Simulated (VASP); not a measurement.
Here is a VASP 6.6.1 calculation.

File INCAR:

```
SYSTEM = Ni
  ALGO = Normal
  EDIFF = 1E-6
  ENCUT = 600
  GGA = PE
  GGA_COMPAT = .False.
  ISIF = 2
  ISMEAR = 1
  ISPIN = 2
  LASPH = .True.
  LCHARG = .True.
  LELF = .True.
  LMAXMIX = 4
  LORBIT = 11
  LREAL = .False.
  LVHAR = .True.
  LWAVE = .False.
  MAGMOM = 0.8 -0.8
  NBANDS = 21
  NELM = 200
  NUPDOWN = 0.0
  PREC = Accurate
  SIGMA = 0.15
```

File KPOINTS:

```
k-points
0
Gamma
  3 3 2
  0 0 0
```

Contents of POSCAR:

```
Ni
1.0
    2.4901085913      0.0000000000      0.0000000000
   -1.2450542957      2.1564972982      0.0000000000
    0.0000000000      0.0000000000      3.9841737461
Ni
2
Direct
    0.3333333333      0.6666666667      0.2500000000
    0.6666666667      0.3333333333      0.7500000000
```

Potentials or basis: VASP PAW PBE potentials, release 64 (Ni).

Run with:

```sh
$ cat potpaw_PBE.64/Ni/POTCAR > POTCAR
$ mpirun -np 1 vasp_std > vasp.out
```

**Question.** Predict the pressure.

**Answer.** 7.4 GPa.

Stress tensor (GPa, compression positive):
```
13.64  0.00  0.00
 0.00 13.64  0.00
 0.00  0.00 -4.94
```

Caveat: the k points lie up to 0.97 Å⁻¹ apart; the total moment is fixed, so each spin has its own Fermi level.
